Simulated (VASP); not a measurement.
# SiO2 in VASP: notebook

The runs below take SiO2 through single point, with BLYP.

Everything below comes from runs of VASP 6.6.1. Logs are shortened: lines on timing, memory, paths and dates and some standing lists are left out, and cuts for length are marked.

**1. The cell of the first run**

The cell holds a slab with vacuum, 12 atoms: a = 5.310 Å, b = 5.310 Å, c = 18.000 Å, α = 90.00°, β = 90.00°, γ = 120.00°.

**2. Single point, BLYP**

INCAR

```
AGGAC = 1.0 ; AGGAX = 1.0
ALDAC = 0.0 ; ALDAX = 1.0
ALGO = Normal ; EDIFF = 1E-6
ENCUT = 520 ; GGA = B5
ISIF = 2 ; ISMEAR = 0
LASPH = T ; LCHARG = F
LREAL = F ; LWAVE = F
NBANDS = 44 ; NELM = 100
PREC = Accurate ; SIGMA = 0.01
```

KPOINTS

```
k-points
0
Gamma
  4 4 1
```

POSCAR

```
SiO2
1.0
    5.3100000000      0.0000000000      0.0000000000
   -2.6550000000      4.5985948941      0.0000000000
    0.0000000000      0.0000000000     18.0000000000
Si O
4 8
Direct
    0.3333333333      0.6666666667      0.5900000000
    0.6666666667      0.3333333333      0.5900000000
    0.3333333333      0.6666666667      0.4100000000
    0.6666666667      0.3333333333      0.4100000000
    0.3333333333      0.6666666667      0.5000000000
    0.6666666667      0.3333333333      0.5000000000
    0.5000000000      0.0000000000      0.6177777778
    0.0000000000      0.5000000000      0.6177777778
    0.5000000000      0.5000000000      0.6177777778
    0.5000000000      0.0000000000      0.3822222222
    0.0000000000      0.5000000000      0.3822222222
    0.5000000000      0.5000000000      0.3822222222
```

Potentials or basis: VASP PAW PBE potentials, release 64 (Si, O).

Started as:

```bash
> cat potpaw_PBE.64/Si/POTCAR potpaw_PBE.64/O/POTCAR > POTCAR
> mpirun -np 1 vasp_std > vasp.out
```

OUTCAR:

```text
EDIFF = 1E-6
   ENCUT = 520
   GGA = B5
   ISIF = 2
   ISMEAR = 0
   LASPH = T
   LREAL = F
   NELM = 100
   PREC = Accurate

 ion  position               nearest neighbor table
   1  0.333  0.667  0.590-   8 1.61   7 1.61   9 1.61   5 1.62   2 3.07   2 3.07   2 3.07
   2  0.667  0.333  0.590-   8 1.61   7 1.61   9 1.61   6 1.62   1 3.07   1 3.07   1 3.07
   3  0.333  0.667  0.410-  11 1.61  10 1.61  12 1.61   5 1.62   4 3.07   4 3.07   4 3.07
   4  0.667  0.333  0.410-  11 1.61  10 1.61  12 1.61   6 1.62   3 3.07   3 3.07   3 3.07
   5  0.333  0.667  0.500-   1 1.62   3 1.62
   6  0.667  0.333  0.500-   2 1.62   4 1.62
   7  0.500  0.000  0.618-   1 1.61   2 1.61
   8  0.000  0.500  0.618-   1 1.61   2 1.61
   9  0.500  0.500  0.618-   1 1.61   2 1.61
  10  0.500  0.000  0.382-   3 1.61   4 1.61
  11  0.000  0.500  0.382-   3 1.61   4 1.61
  12  0.500  0.500  0.382-   3 1.61   4 1.61

  LATTYP: Found a hexagonal cell.
 ALAT       =     5.3100000000
 C/A-ratio  =     3.3898305085

  Lattice vectors:

 A1 = (   5.3100000000,   0.0000000000,   0.0000000000)
 A2 = (  -2.6550000000,   4.5985948941,   0.0000000000)
 A3 = (   0.0000000000,   0.0000000000,  18.0000000000)

Analysis of symmetry for initial positions (statically):
=====================================================================
 Subroutine PRICEL returns:
 Original cell was already a primitive cell.

 Routine SETGRP: Setting up the symmetry group for a
 hexagonal supercell.

 Subroutine GETGRP returns: Found 24 space group operations
 (whereof 24 operations were pure point group operations)
 out of a pool of 24 trial point group operations.

The static configuration has the point symmetry D_6h.

Analysis of symmetry for dynamics (positions and initial velocities):
=====================================================================
 Subroutine PRICEL returns:
 Original cell was already a primitive cell.

 Routine SETGRP: Setting up the symmetry group for a
 hexagonal supercell.

 Subroutine GETGRP returns: Found 24 space group operations
 (whereof 24 operations were pure point group operations)
 out of a pool of 24 trial point group operations.

The dynamic configuration has the point symmetry D_6h.

 Subroutine INISYM returns: Found 24 space group operations
 (whereof 24 operations are pure point group operations),
 and found     1 'primitive' translations

----------------------------------------------------------------------------------------

                                     Primitive cell

  volume of cell :     439.5337

  direct lattice vectors                    reciprocal lattice vectors
     5.310000000  0.000000000  0.000000000     0.188323917  0.108728864  0.000000000
    -2.655000000  4.598594894  0.000000000     0.000000000  0.217457729  0.000000000
     0.000000000  0.000000000 18.000000000     0.000000000  0.000000000  0.055555556

  length of vectors
     5.310000000  5.310000000 18.000000000     0.217457729  0.217457729  0.055555556

  position of ions in fractional coordinates (direct lattice)
     0.333333333  0.666666667  0.590000000
     0.666666667  0.333333333  0.590000000
     0.333333333  0.666666667  0.410000000
     0.666666667  0.333333333  0.410000000
     0.333333333  0.666666667  0.500000000
     0.666666667  0.333333333  0.500000000
     0.500000000  0.000000000  0.617777778
     0.000000000  0.500000000  0.617777778
     0.500000000  0.500000000  0.617777778
     0.500000000  0.000000000  0.382222222
     0.000000000  0.500000000  0.382222222
     0.500000000  0.500000000  0.382222222

  ion indices of the primitive-cell ions
   primitive index   ion index
                 1           1
                 2           2
                 3           3
                 4           4
                 5           5
                 6           6
                 7           7
                 8           8
                 9           9
                10          10
                11          11
                12          12

----------------------------------------------------------------------------------------

 KPOINTS: k-points

Automatic generation of k-mesh.
 Grid dimensions read from file:
 generate k-points for:    4    4    1

 Generating k-lattice:

  Cartesian coordinates                     Fractional coordinates (reciprocal lattice)
     0.047080979  0.027182216  0.000000000     0.250000000  0.000000000  0.000000000
     0.000000000  0.054364432  0.000000000     0.000000000  0.250000000  0.000000000
     0.000000000  0.000000000  0.055555556     0.000000000  0.000000000  1.000000000

  Length of vectors
     0.054364432  0.054364432  0.055555556

  Shift w.r.t. Gamma in fractional coordinates (k-lattice)
     0.000000000  0.000000000  0.000000000

 Subroutine IBZKPT returns following result:
 ===========================================

 Found      4 irreducible k-points:

 Following reciprocal coordinates:
            Coordinates               Weight
  0.000000  0.000000  0.000000      1.000000
  0.250000  0.000000  0.000000      6.000000
  0.500000  0.000000  0.000000      3.000000
  0.250000  0.250000  0.000000      6.000000
   k-points           NKPTS =      4   k-points in BZ     NKDIM =      4   number of bands    NBANDS=     44
   number of dos      NEDOS =    301   number of ions     NIONS =     12
   total plane-waves  NPLWV = 224000
   dimension x,y,z NGX =    40 NGY =   40 NGZ =  140
   dimension x,y,z NGXF=    80 NGYF=   80 NGZF=  280
   ions per type =               4   8
   NGX,Y,Z   is equivalent  to a cutoff of  12.52, 12.52, 12.93 a.u.
   NGXF,Y,Z  is equivalent  to a cutoff of  25.05, 25.05, 25.86 a.u.
 SYSTEM =  unknown system
   PREC   = accura    normal or accurate (medium, high low for compatibility)
   ISTART =      0    job   : 0-new  1-cont  2-samecut
   ICHARG =      2    charge: 1-file 2-atom 10-const
   ISPIN  =      1    spin polarized calculation?
   LNONCOLLINEAR =      F non collinear calculations
   LSORBIT =      F    spin-orbit coupling
   LASPH  =      T    aspherical Exc in radial PAW
   ENCUT  =  520.0 eV  38.22 Ry    6.18 a.u.   9.87  9.87 33.47*2*pi/ulx,y,z
   NELM   =    100;   NELMIN=  2; NELMDL= -5     # of ELM steps
   EDIFF  = 0.1E-05   stopping-criterion for ELM
   LREAL  =      F    real-space projection
   EDIFFG = 0.1E-04   stopping-criterion for IOM
   NSW    =      0    number of steps for IOM
   IBRION =     -1    ionic relax: 0-MD 1-quasi-New 2-CG
   NFREE  =      0    steps in history (QN), initial steepest desc. (CG)
   ISIF   =      2    stress and relaxation
   ISYM   =      2    0-nonsym 1-usesym 2-fastsym
   POTIM  = 0.5000    time-step for ionic-motion
   TEBEG  =    0.0;   TEEND  =   0.0 temperature during run
   PSTRESS=    0.0 pullay stress
   NELECT =      64.0000    total number of electrons
   NUPDOWN=      -1.0000    fix difference up-down
   EMIN   =  10.00;   EMAX   =-10.00  energy-range for DOS
   EFERMI =   0.00;   METHOD = LEGACY
   ISMEAR =     0;   SIGMA  =   0.01  broadening in eV -4-tet -1-fermi 0-gaus
   EFERMI_NEDOS =   21; number of points for ismear=-14 and -15
   IALGO  =     38    algorithm
   IMIX   =      4    mixing-type and parameters
     AMIX     =   0.40;   BMIX     =  1.00
     AMIX_MAG =   1.60;   BMIX_MAG =  1.00
  volume/ion in A,a.u.               =      36.63       247.18
  Fermi-wavevector in a.u.,A,eV,Ry     =   0.861266  1.627557 10.092524  0.741780
  Thomas-Fermi vector in A             =   1.978894
   LORBIT       =      0    0 simple, 1 ext, 2 COOP (PROOUT), +10 PAW based schemes
   GGA     = B5    functional components
   LHFCALC =     F    Hartree Fock is set to
   AEXX    =    0.0000 exact exchange contribution
   IVDW    =     0    specifies the selected vdW correction
   LEPSILON=     F    determine dielectric tensor
   LRPA    =     F    only Hartree local field effects (RPA)
 non-spin polarized calculation
 Gauss-broadening in eV      SIGMA  =   0.01
  energy-cutoff  :      520.00
  volume of cell :      439.53
 maximum number of plane-waves:     11864
 NGX is ok and might be reduce to    40
   NGX = 19   NGY = 19   NGZ = 67

 number of electron      64.0000005 magnetization

 Free energy of the ion-electron system (eV)
  ---------------------------------------------------
  ext. energy  EPLUGINS =         0.00000000
  ---------------------------------------------------
  free energy    TOTEN  =       -91.00490167 eV

  energy without entropy =      -91.00490167  energy(sigma->0) =      -91.00490167

 E-fermi :  -4.4491     XC(G=0):  -3.5516

 val. band max:       -4.5698414558   @ k =   0.0000   0.0000   0.0000
 cond. band min:       1.1625249130   @ k =   0.0000   0.0000   0.0000
 fundamental gap:      5.7323663688
 Fermi energy:        -4.4491239014

 k-point     1 :       0.0000    0.0000    0.0000
  band No.  band energies     occupation
      1     -23.9139      2.00000
      2     -23.4638      2.00000
      3     -22.0788      2.00000
      4     -21.9509      2.00000
      5     -21.9509      2.00000
      6     -21.9348      2.00000
[... 36 lines left out ...]
     43       5.6991      0.00000
     44       6.0337      0.00000

 k-point     2 :       0.2500    0.0000    0.0000
  band No.  band energies     occupation
      1     -23.7580      2.00000
      2     -23.3064      2.00000
      3     -22.5455      2.00000
      4     -22.1834      2.00000
      5     -21.9557      2.00000
      6     -21.9395      2.00000
[... 36 lines left out ...]
     43       5.7278      0.00000
     44       6.1437      0.00000

 k-point     3 :       0.5000    0.0000    0.0000
  band No.  band energies     occupation
      1     -23.4843      2.00000
      2     -23.0326      2.00000
      3     -22.9700      2.00000
      4     -22.5435      2.00000
      5     -21.9605      2.00000
      6     -21.9441      2.00000
[... 36 lines left out ...]
     43       5.6134      0.00000
     44       5.8184      0.00000

 k-point     4 :       0.2500    0.2500    0.0000
  band No.  band energies     occupation
      1     -23.4855      2.00000
      2     -23.0344      2.00000
      3     -22.9674      2.00000
      4     -22.5392      2.00000
      5     -21.9634      2.00000
      6     -21.9469      2.00000
[... 36 lines left out ...]
     43       5.4769      0.00000
     44       6.0680      0.00000

------------------------ aborting loop because EDIFF is reached ----------------------------------------

  FORCE on cell =-STRESS in cart. coord.  units (eV):
  Direction    XX          YY          ZZ          XY          YZ          ZX
  --------------------------------------------------------------------------------------
  -------------------------------------------------------------------------------------
  Total        5.4501341      5.4501341      5.2923764      0.0000000      0.0000000     -0.0000000
  in kB       19.8666934     19.8666934     19.2916391      0.0000000      0.0000000     -0.0000000
  external PRESSURE =      19.6750086 kB  Pullay stress =       0.0000000 kB

 VOLUME and BASIS-vectors are now :
 -----------------------------------------------------------------------------
  energy-cutoff  :      520.00
  volume of cell :      439.53
      direct lattice vectors                 reciprocal lattice vectors
     5.310000000  0.000000000  0.000000000     0.188323917  0.108728864  0.000000000
    -2.655000000  4.598594894  0.000000000     0.000000000  0.217457729  0.000000000
     0.000000000  0.000000000 18.000000000     0.000000000  0.000000000  0.055555556

 POSITION                                       TOTAL-FORCE (eV/Angst)
 -----------------------------------------------------------------------------------
     -0.00000      3.06573     10.62000         0.000000     -0.000000     -0.621853
      2.65500      1.53286     10.62000        -0.000000      0.000000     -0.621853
     -0.00000      3.06573      7.38000         0.000000     -0.000000      0.621853
      2.65500      1.53286      7.38000         0.000000     -0.000000      0.621853
     -0.00000      3.06573      9.00000        -0.000000      0.000000     -0.000000
      2.65500      1.53286      9.00000         0.000000     -0.000000     -0.000000
      2.65500      0.00000     11.12000         0.000000     -0.000000      0.751385
     -1.32750      2.29930     11.12000         0.000000      0.000000      0.751385
      1.32750      2.29930     11.12000        -0.000000     -0.000000      0.751385
      2.65500      0.00000      6.88000         0.000000      0.000000     -0.751385
     -1.32750      2.29930      6.88000         0.000000      0.000000     -0.751385
      1.32750      2.29930      6.88000        -0.000000     -0.000000     -0.751385
 -----------------------------------------------------------------------------------
    total drift:                                0.000000     -0.000000      0.000000

  FREE ENERGIE OF THE ION-ELECTRON SYSTEM (eV)
  ---------------------------------------------------
  free  energy   TOTEN  =       -91.0049016747 eV

  energy  without entropy=      -91.0049016747  energy(sigma->0) =      -91.00490167
```

Wall time 6.8 min (1 thread of Intel Xeon 8259CL, shared host); peak memory 0.51 GiB.

Results:

```yaml
Free_energy: -91.0049 eV
Largest_force: 0.751 eV/Å
Band_gap_on_the_k_mesh: 5.73 eV
```

Forces on the atoms (eV/Å):
```
Si   0.000  0.000 -0.622
Si   0.000  0.000 -0.622
Si   0.000  0.000  0.622
Si   0.000  0.000  0.622
O    0.000  0.000  0.000
O    0.000  0.000  0.000
O    0.000  0.000  0.751
O    0.000  0.000  0.751
O    0.000  0.000  0.751
O    0.000  0.000 -0.751
O    0.000  0.000 -0.751
O    0.000  0.000 -0.751
```

Caveat: the PAW data sets were made with another functional, which shifts forces and pressure a little.

**3. Single point, BLYP**

This run uses another cell than the first one.

INCAR

```
PREC = Accurate
ENCUT = 520
EDIFF = 1E-6
ISMEAR = 0
SIGMA = 0.01
LREAL = False
LASPH = True
NELM = 80
ALGO = Normal
ISIF = 2
LWAVE = False
LCHARG = False
GGA = B5
ALDAX = 1.0
AGGAX = 1.0
AGGAC = 1.0
ALDAC = 0.0
NBANDS = 44
```

KPOINTS

```
regular mesh
0
Gamma
  4 4 1
```

POSCAR

```
SiO2
1.0
    5.3275200549      0.0000000000      0.0000000000
   -2.6637600275      4.6137677067      0.0000000000
    0.0000000000      0.0000000000     18.0000000000
Si O
4 8
Direct
    0.3333333333      0.6666666667      0.5904652242
    0.6666666667      0.3333333333      0.5904652242
    0.3333333333      0.6666666667      0.4095347758
    0.6666666667      0.3333333333      0.4095347758
    0.3333333333      0.6666666667      0.5000000000
    0.6666666667      0.3333333333      0.5000000000
    0.5000000000      0.0000000000      0.6204921415
    0.0000000000      0.5000000000      0.6204921415
    0.5000000000      0.5000000000      0.6204921415
    0.5000000000      0.0000000000      0.3795078585
    0.0000000000      0.5000000000      0.3795078585
    0.5000000000      0.5000000000      0.3795078585
```

Potentials or basis: VASP PAW PBE potentials, release 64 (Si, O).

Started as:

```bash
> cat potpaw_PBE.64/Si/POTCAR potpaw_PBE.64/O/POTCAR > POTCAR
> mpirun -np 1 vasp_std > vasp.out
```

OUTCAR:

```text
PREC = Accurate
   ENCUT = 520
   EDIFF = 1E-6
   ISMEAR = 0
   LREAL = False
   LASPH = True
   NELM = 80
   ISIF = 2
   GGA = B5

 ion  position               nearest neighbor table
   1  0.333  0.667  0.590-   5 1.63   8 1.63   7 1.63   9 1.63   2 3.08   2 3.08   2 3.08
   2  0.667  0.333  0.590-   6 1.63   8 1.63   7 1.63   9 1.63   1 3.08   1 3.08   1 3.08
   3  0.333  0.667  0.410-   5 1.63  11 1.63  10 1.63  12 1.63   4 3.08   4 3.08   4 3.08
   4  0.667  0.333  0.410-   6 1.63  11 1.63  10 1.63  12 1.63   3 3.08   3 3.08   3 3.08
   5  0.333  0.667  0.500-   1 1.63   3 1.63
   6  0.667  0.333  0.500-   2 1.63   4 1.63
[... 398 lines left out ...]
  energy-cutoff  :      520.00
  volume of cell :      442.44
      direct lattice vectors                 reciprocal lattice vectors
     5.327520055  0.000000000  0.000000000     0.187704596  0.108371299  0.000000000
    -2.663760027  4.613767707  0.000000000     0.000000000  0.216742598  0.000000000
     0.000000000  0.000000000 18.000000000     0.000000000  0.000000000  0.055555556

 POSITION                                       TOTAL-FORCE (eV/Angst)
 -----------------------------------------------------------------------------------
     -0.00000      3.07585     10.62837         0.000000     -0.000000      0.060597
      2.66376      1.53792     10.62837        -0.000000      0.000000      0.060597
     -0.00000      3.07585      7.37163         0.000000      0.000000     -0.060597
      2.66376      1.53792      7.37163         0.000000     -0.000000     -0.060597
     -0.00000      3.07585      9.00000         0.000000      0.000000      0.000000
      2.66376      1.53792      9.00000        -0.000000     -0.000000      0.000000
      2.66376      0.00000     11.16886         0.000000      0.000000      0.037413
     -1.33188      2.30688     11.16886        -0.000000     -0.000000      0.037413
      1.33188      2.30688     11.16886        -0.000000      0.000000      0.037413
      2.66376      0.00000      6.83114         0.000000     -0.000000     -0.037413
     -1.33188      2.30688      6.83114        -0.000000      0.000000     -0.037413
      1.33188      2.30688      6.83114        -0.000000     -0.000000     -0.037413
 -----------------------------------------------------------------------------------
    total drift:                                0.000000      0.000000      0.000000

  FREE ENERGIE OF THE ION-ELECTRON SYSTEM (eV)
  ---------------------------------------------------
  free  energy   TOTEN  =       -91.1324365850 eV

  energy  without entropy=      -91.1324365850  energy(sigma->0) =      -91.13243658
```

stdout:

```text
POSCAR found type information on POSCAR SiO
 POSCAR found :  2 types and      12 ions
 scaLAPACK will be used
 -----------------------------------------------------------------------------
|                                                                             |
|                                                                             |
|     You enforced a specific xc type in the INCAR file but a different       |
|     I HOPE YOU KNOW WHAT YOU ARE DOING!                                     |
|                                                                             |
 -----------------------------------------------------------------------------

 LDA part: xc-table for (Slater(with rela. corr.)+VWN5), standard interpolation
 POSCAR, INCAR and KPOINTS ok, starting setup
 FFT: planning ... GRIDC
 FFT: planning ... GRID_SOFT
 FFT: planning ... GRID
 WAVECAR not read
 entering main loop
```

Wall time 5.5 min (1 thread of Intel Xeon 8259CL, shared host); peak memory 0.51 GiB.

Results:

- Free energy: -91.1324 eV
- Largest force: 0.061 eV/Å
- Band gap on the k mesh: 5.48 eV

Forces on the atoms (eV/Å):
```
Si   0.000  0.000  0.061
Si   0.000  0.000  0.061
Si   0.000  0.000 -0.061
Si   0.000  0.000 -0.061
O    0.000  0.000  0.000
O    0.000  0.000  0.000
O    0.000  0.000  0.037
O    0.000  0.000  0.037
O    0.000  0.000  0.037
O    0.000  0.000 -0.037
O    0.000  0.000 -0.037
O    0.000  0.000 -0.037
```

Levels at points of the mesh, in eV from the valence-band top:
```tsv
k point	band 28	band 29	band 30	band 31	band 32	band 33	band 34	band 35	band 36	band 37
(0.00, 0.00, 0.00)	-1.25	-0.46	-0.46	0.00	0.00	5.48	6.75	7.67	8.03	8.41
(0.50, 0.00, 0.00)	-1.19	-0.88	-0.75	-0.67	-0.42	7.59	7.64	8.10	8.58	9.15
```

Caveat: the PAW data sets were made with another functional, which shifts forces and pressure a little.
